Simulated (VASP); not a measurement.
# Ba (Im-3m) in VASP: a series of runs

Runs on Ba. Level: PBEsol. Tasks: single point.

Everything below comes from runs of VASP 6.6.1. Logs are shortened: lines on timing, memory, paths and dates and some standing lists are left out, and cuts for length are marked.

**1. The cell of the first run**

Symmetry: Im-3m, No. 229, cubic system. Conventional cell: a = 4.932 Å, b = 4.932 Å, c = 4.932 Å, α = 90.00°, β = 90.00°, γ = 90.00°. Ba (site symmetry m-3m) has 14 Ba at 4.27 to 4.93 Å within 5.6 Å.

**2. Single point, PBEsol (volume scaled by 0.96)**

INCAR reads:

```
SYSTEM = Ba
PREC = Accurate
ENCUT = 520
EDIFF = 1E-6
ISMEAR = -1
SIGMA = 0.05
LREAL = .False.
LASPH = .True.
NELM = 60
ALGO = Normal
ISIF = 2
LWAVE = .False.
LCHARG = .False.
GGA = PS
NBANDS = 11
```

KPOINTS reads:

```
Automatic mesh
0
Gamma
  10 10 10
  0 0 0
```

POSCAR reads:

```
Ba
1.0
   -2.4662120743      2.4662120743      2.4662120743
    2.4662120743     -2.4662120743      2.4662120743
    2.4662120743      2.4662120743     -2.4662120743
Ba
1
Direct
    0.0000000000      0.0000000000      0.0000000000
```

Potentials or basis: VASP PAW PBE potentials, release 64 (Ba_sv).

Started as:

```
> cat potpaw_PBE.64/Ba_sv/POTCAR > POTCAR
> mpirun -np 1 vasp_std > vasp.out
```

OUTCAR:

```text
SYSTEM = Ba
   PREC = Accurate
   ENCUT = 520
   EDIFF = 1E-6
   ISMEAR = -1
   LREAL = .False.
   LASPH = .True.
   NELM = 60
   ISIF = 2
   GGA = PS

 ion  position               nearest neighbor table
   1  0.000  0.000  0.000-

  LATTYP: Found a body centered cubic cell.
 ALAT       =     4.9324241486

  Lattice vectors:

 A1 = (  -2.4662120743,   2.4662120743,   2.4662120743)
 A2 = (   2.4662120743,  -2.4662120743,   2.4662120743)
 A3 = (   2.4662120743,   2.4662120743,  -2.4662120743)

Analysis of symmetry for initial positions (statically):
=====================================================================
 Subroutine PRICEL returns:
 Original cell was already a primitive cell.

 Routine SETGRP: Setting up the symmetry group for a
 body centered cubic supercell.

 Subroutine GETGRP returns: Found 48 space group operations
[... 9 lines left out ...]

 Routine SETGRP: Setting up the symmetry group for a
 body centered cubic supercell.

 Subroutine GETGRP returns: Found 48 space group operations
[... 11 lines left out ...]
                                     Primitive cell

  volume of cell :      60.0000

  direct lattice vectors                    reciprocal lattice vectors
    -2.466212074  2.466212074  2.466212074     0.000000000  0.202740067  0.202740067
     2.466212074 -2.466212074  2.466212074     0.202740067  0.000000000  0.202740067
     2.466212074  2.466212074 -2.466212074     0.202740067  0.202740067  0.000000000

  length of vectors
     4.271604615  4.271604615  4.271604615     0.286717752  0.286717752  0.286717752

  position of ions in fractional coordinates (direct lattice)
     0.000000000  0.000000000  0.000000000

  ion indices of the primitive-cell ions
   primitive index   ion index
                 1           1

----------------------------------------------------------------------------------------

 KPOINTS: Automatic mesh

Automatic generation of k-mesh.
 Grid dimensions read from file:
 generate k-points for:   10   10   10

 Generating k-lattice:

  Cartesian coordinates                     Fractional coordinates (reciprocal lattice)
     0.000000000  0.020274007  0.020274007     0.100000000  0.000000000  0.000000000
     0.020274007  0.000000000  0.020274007     0.000000000  0.100000000  0.000000000
     0.020274007  0.020274007  0.000000000     0.000000000  0.000000000  0.100000000

  Length of vectors
     0.028671775  0.028671775  0.028671775

  Shift w.r.t. Gamma in fractional coordinates (k-lattice)
     0.000000000  0.000000000  0.000000000

 Subroutine IBZKPT returns following result:
 ===========================================

 Found     47 irreducible k-points:

 Following reciprocal coordinates:
            Coordinates               Weight
  0.000000  0.000000  0.000000      1.000000
  0.100000  0.000000  0.000000     12.000000
  0.200000  0.000000  0.000000     12.000000
  0.300000  0.000000  0.000000     12.000000
  0.400000  0.000000  0.000000     12.000000
  0.500000  0.000000  0.000000      6.000000
[... 16 lines left out ...]
  0.300000  0.300000  0.100000      8.000000
 -0.300000  0.300000  0.100000     24.000000
 [... further k-points ...]
   k-points           NKPTS =     47   k-points in BZ     NKDIM =     47   number of bands    NBANDS=     11
   number of dos      NEDOS =    301   number of ions     NIONS =      1
   total plane-waves  NPLWV =  32768
   dimension x,y,z NGX =    32 NGY =   32 NGZ =   32
   dimension x,y,z NGXF=    64 NGYF=   64 NGZF=   64
   ions per type =               1
   NGX,Y,Z   is equivalent  to a cutoff of  12.45, 12.45, 12.45 a.u.
   NGXF,Y,Z  is equivalent  to a cutoff of  24.91, 24.91, 24.91 a.u.
 SYSTEM =  Ba
   PREC   = accura    normal or accurate (medium, high low for compatibility)
   ISTART =      0    job   : 0-new  1-cont  2-samecut
   ICHARG =      2    charge: 1-file 2-atom 10-const
   ISPIN  =      1    spin polarized calculation?
   LNONCOLLINEAR =      F non collinear calculations
   LSORBIT =      F    spin-orbit coupling
   LASPH  =      T    aspherical Exc in radial PAW
   ENCUT  =  520.0 eV  38.22 Ry    6.18 a.u.   7.94  7.94  7.94*2*pi/ulx,y,z
   NELM   =     60;   NELMIN=  2; NELMDL= -5     # of ELM steps
   EDIFF  = 0.1E-05   stopping-criterion for ELM
   LREAL  =      F    real-space projection
   EDIFFG = 0.1E-04   stopping-criterion for IOM
   NSW    =      0    number of steps for IOM
   IBRION =     -1    ionic relax: 0-MD 1-quasi-New 2-CG
   NFREE  =      0    steps in history (QN), initial steepest desc. (CG)
   ISIF   =      2    stress and relaxation
   ISYM   =      2    0-nonsym 1-usesym 2-fastsym
   POTIM  = 0.5000    time-step for ionic-motion
   TEBEG  =    0.0;   TEEND  =   0.0 temperature during run
   PSTRESS=    0.0 pullay stress
   NELECT =      10.0000    total number of electrons
   NUPDOWN=      -1.0000    fix difference up-down
   EMIN   =  10.00;   EMAX   =-10.00  energy-range for DOS
   EFERMI =   0.00;   METHOD = LEGACY
   ISMEAR =    -1;   SIGMA  =   0.05  broadening in eV -4-tet -1-fermi 0-gaus
   EFERMI_NEDOS =   21; number of points for ismear=-14 and -15
   IALGO  =     38    algorithm
   IMIX   =      4    mixing-type and parameters
     AMIX     =   0.40;   BMIX     =  1.00
     AMIX_MAG =   1.60;   BMIX_MAG =  1.00
  volume/ion in A,a.u.               =      60.00       404.90
  Fermi-wavevector in a.u.,A,eV,Ry     =   0.900930  1.702511 11.043509  0.811675
  Thomas-Fermi vector in A             =   2.023948
   LORBIT       =      0    0 simple, 1 ext, 2 COOP (PROOUT), +10 PAW based schemes
   GGA     = PS    functional components
   LHFCALC =     F    Hartree Fock is set to
   AEXX    =    0.0000 exact exchange contribution
   IVDW    =     0    specifies the selected vdW correction
   LEPSILON=     F    determine dielectric tensor
   LRPA    =     F    only Hartree local field effects (RPA)
 non-spin polarized calculation
  energy-cutoff  :      520.00
  volume of cell :       60.00
 maximum number of plane-waves:      1638
   NGX = 15   NGY = 15   NGZ = 15

 number of electron      10.0000000 magnetization

 number of electron       9.9999999 magnetization

 Free energy of the ion-electron system (eV)
  ---------------------------------------------------
  ext. energy  EPLUGINS =         0.00000000
  ---------------------------------------------------
  free energy    TOTEN  =        -2.15215347 eV

  energy without entropy =       -2.14101502  energy(sigma->0) =       -2.14658424

 E-fermi :   1.6798     XC(G=0):  -7.6667

 val. band max:        1.6647002216   @ k =   0.3000   0.3000   0.0000
 cond. band min:       1.7015652447   @ k =  -0.4000  -0.4000   0.1000
 fundamental gap:      0.0368650230
 Fermi energy:         1.6798160456

 k-point     1 :       0.0000    0.0000    0.0000
  band No.  band energies     occupation
      1     -27.0781      2.00000
      2     -11.9787      2.00000
      3     -11.9787      2.00000
      4     -11.9787      2.00000
      5      -1.0946      2.00000
      6       3.5631      0.00000
      7       3.5631      0.00000
      8       3.5631      0.00000
      9       5.0666      0.00000
     10       5.0666      0.00000
     11       8.7782      0.00000

 k-point     2 :       0.1000    0.0000    0.0000
  band No.  band energies     occupation
      1     -27.0730      2.00000
      2     -12.0351      2.00000
      3     -11.9958      2.00000
      4     -11.9791      2.00000
      5      -0.8967      2.00000
      6       3.4036      0.00000
      7       3.4716      0.00000
      8       3.7661      0.00000
      9       4.8247      0.00000
     10       5.0528      0.00000
     11       9.0025      0.00000

 k-point     3 :       0.2000    0.0000    0.0000
  band No.  band energies     occupation
      1     -27.0595      2.00000
      2     -12.1777      2.00000
      3     -12.0401      2.00000
      4     -11.9802      2.00000
      5      -0.3661      2.00000
      6       3.0497      0.00000
      7       3.0991      0.00000
      8       4.3604      0.00000
      9       4.7177      0.00000
     10       5.0707      0.00000
     11       9.3302      0.00000

 k-point     4 :       0.3000    0.0000    0.0000
  band No.  band energies     occupation
      1     -27.0427      2.00000
      2     -12.3454      2.00000
      3     -12.0937      2.00000
      4     -11.9816      2.00000
      5       0.2825      2.00000
      6       2.6945      0.00000
      7       2.7495      0.00000
      8       4.9236      0.00000
      9       5.2097      0.00000
     10       5.2971      0.00000
     11       8.7899      0.00000

 k-point     5 :       0.4000    0.0000    0.0000
  band No.  band energies     occupation
      1     -27.0291      2.00000
      2     -12.4750      2.00000
      3     -12.1363      2.00000
      4     -11.9827      2.00000
      5       0.6806      2.00000
      6       2.4500      0.00000
      7       2.8627      0.00000
      8       5.0758      0.00000
      9       5.4743      0.00000
     10       6.4482      0.00000
     11       7.9153      0.00000
[... 211 lines left out ...]
 k-point    21 :       0.3000    0.2000    0.1000
  band No.  band energies     occupation
      1     -27.0218      2.00000
      2     -12.4130      2.00000
      3     -12.2249      2.00000
      4     -12.0802      2.00000
      5       1.5992      1.66749
      6       2.2146      0.00005
      7       2.5152      0.00000
      8       5.3966      0.00000
      9       5.6699      0.00000
     10       6.7650      0.00000
     11       7.9459      0.00000

 k-point    22 :      -0.2000    0.2000    0.1000
  band No.  band energies     occupation
      1     -27.0548      2.00000
      2     -12.1787      2.00000
      3     -12.0582      2.00000
      4     -12.0229      2.00000
      5      -0.1883      2.00000
      6       3.1380      0.00000
      7       3.2071      0.00000
      8       4.0090      0.00000
      9       4.2835      0.00000
     10       5.5342      0.00000
     11       9.5855      0.00000

 k-point    23 :       0.3000    0.3000    0.1000
  band No.  band energies     occupation
      1     -27.0199      2.00000
      2     -12.3264      2.00000
      3     -12.3264      2.00000
      4     -12.0970      2.00000
      5       1.8525      0.06130
      6       2.3396      0.00000
      7       2.3396      0.00000
      8       5.6088      0.00000
      9       5.6088      0.00000
     10       6.1861      0.00000
     11       8.5924      0.00000

 k-point    24 :      -0.3000    0.3000    0.1000
  band No.  band energies     occupation
      1     -27.0385      2.00000
      2     -12.3377      2.00000
      3     -12.1128      2.00000
      4     -12.0223      2.00000
      5       0.4518      2.00000
      6       2.6648      0.00000
      7       2.8782      0.00000
      8       4.2733      0.00000
      9       5.2156      0.00000
     10       5.6223      0.00000
     11       8.6637      0.00000

 [... further k-points ...]
[... 5 lines left out ...]
  --------------------------------------------------------------------------------------
  -------------------------------------------------------------------------------------
  Total       -0.0754209     -0.0754209     -0.0754209      0.0000000      0.0000000      0.0000000
  in kB       -2.0139623     -2.0139623     -2.0139623      0.0000000      0.0000000      0.0000000
  external PRESSURE =      -2.0139623 kB  Pullay stress =       0.0000000 kB

 VOLUME and BASIS-vectors are now :
 -----------------------------------------------------------------------------
  energy-cutoff  :      520.00
  volume of cell :       60.00
      direct lattice vectors                 reciprocal lattice vectors
    -2.466212074  2.466212074  2.466212074     0.000000000  0.202740067  0.202740067
     2.466212074 -2.466212074  2.466212074     0.202740067  0.000000000  0.202740067
     2.466212074  2.466212074 -2.466212074     0.202740067  0.202740067  0.000000000

 POSITION                                       TOTAL-FORCE (eV/Angst)
 -----------------------------------------------------------------------------------
      0.00000      0.00000      0.00000         0.000000      0.000000     -0.000000
 -----------------------------------------------------------------------------------
    total drift:                                0.000000      0.000000     -0.000000

  FREE ENERGIE OF THE ION-ELECTRON SYSTEM (eV)
  ---------------------------------------------------
  free  energy   TOTEN  =        -2.1521534713 eV

  energy  without entropy=       -2.1410150174  energy(sigma->0) =       -2.14658424
```

It took 7.8 s on 1 thread of Intel Xeon 6975P-C (Granite Rapids), shared host; peak memory 0.18 GiB.

Results:

```yaml
Free_energy: -2.1522 eV
Pressure: -0.2 GPa
Band_gap_on_the_k_mesh: zero (band 5 reaches 2.05 eV, above the bottom of band 6 at 1.09 eV)
```

Levels at points of the mesh, in eV from the Fermi level:
```csv
k point,band 3,band 4,band 5,band 6,band 7,band 8
"(0.00, 0.00, 0.00)",-13.66,-13.66,-2.77,1.88,1.88,1.88
"(0.50, 0.00, 0.00)",-13.83,-13.66,-0.92,0.68,1.43,3.36
"(0.50, 0.50, 0.50)",-14.03,-14.03,-0.59,-0.59,4.60,4.60
```

Caveat: the PAW data sets were made with another functional, which shifts forces and pressure a little; spin-orbit coupling is left out, which moves the levels of the heavy elements.

**3. Single point, PBEsol (volume scaled by 0.99)**

INCAR reads:

```
SYSTEM = Ba
PREC = Accurate
ENCUT = 520
EDIFF = 1E-6
ISMEAR = -1
SIGMA = 0.05
LREAL = .FALSE.
LASPH = .TRUE.
NELM = 100
ALGO = Normal
ISIF = 2
LWAVE = .FALSE.
LCHARG = .TRUE.
GGA = PS
LELF = .TRUE.
LVHAR = .TRUE.
NBANDS = 11
```

KPOINTS reads:

```
Automatic mesh
0
G
  10 10 10
  0 0 0
```

POSCAR reads:

```
Ba
1.0
   -2.4916387335      2.4916387335      2.4916387335
    2.4916387335     -2.4916387335      2.4916387335
    2.4916387335      2.4916387335     -2.4916387335
Ba
1
Direct
    0.0000000000      0.0000000000      0.0000000000
```

Potentials or basis: VASP PAW PBE potentials, release 64 (Ba_sv).

Started as:

```
> cat potpaw_PBE.64/Ba_sv/POTCAR > POTCAR
> mpirun -np 1 vasp_std > vasp.out
```

It took 9 s on 1 thread of Intel Xeon 6975P-C (Granite Rapids), shared host; peak memory 0.18 GiB.

Results (log left out):

```yaml
Free_energy: -2.1482 eV
Pressure: -0.5 GPa
Band_gap_on_the_k_mesh: zero (band 5 reaches 1.93 eV, above the bottom of band 6 at 1.03 eV)
```

Levels at points of the mesh, in eV from the Fermi level:
| k point | band 3 | band 4 | band 5 | band 6 | band 7 | band 8 |
| --- | --- | --- | --- | --- | --- | --- |
| (0.00, 0.00, 0.00) | -13.73 | -13.73 | -2.76 | 1.85 | 1.85 | 1.85 |
| (0.50, 0.00, 0.00) | -13.89 | -13.74 | -0.90 | 0.69 | 1.33 | 3.27 |
| (0.50, 0.50, 0.50) | -14.07 | -14.07 | -0.55 | -0.55 | 4.44 | 4.44 |

Caveat: the PAW data sets were made with another functional, which shifts forces and pressure a little; spin-orbit coupling is left out, which moves the levels of the heavy elements.
